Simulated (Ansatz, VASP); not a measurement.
**MgSnSb2: VASP beside Ansatz**

```xyz
4
Lattice="4.6005 0.0000 0.0000 0.0000 4.6005 0.0000 0.0000 0.0000 6.5552" Properties=species:S:1:pos:R:3 pbc="T T T"
Mg    0.0000    0.0000    0.0000
Sb    0.0000    2.3002    1.5921
Sb    2.3002    0.0000    4.9631
Sn    2.3002    2.3002    3.2776
```

Alike in both runs: task single point; functional r2SCAN; k mesh 4 × 4 × 4; occupations fermi-dirac, width 0.02 eV; no spin polarisation.

|  | VASP | Ansatz |
| --- | --- | --- |
| version | VASP 6.6.1 | Ansatz 0.2.0 |
| potentials or method | VASP PAW PBE potentials, release 64 (Mg, Sb, Sn_d) | plane waves, PAW |
| plane-wave cutoff (eV) | 520 | 500 |
| valence electrons in the cell | 26 | 54 |

Ansatz gave:

- pressure (GPa): 0.1
- rms of the force components (eV/Å): 0.005

Q: What did VASP give for the same quantities?

A: Pressure (GPa): 0.1; rms of the force components (eV/Å): 0.004.

VASP's potentials were made for PBE, not for r2SCAN. With one functional, cell and mesh, what is left measures potentials, basis and numerics. VASP's potentials hold 26 valence electrons a cell and Ansatz's 54, so a difference there can come from the potentials and not from the codes.

Spin-orbit coupling is off throughout.
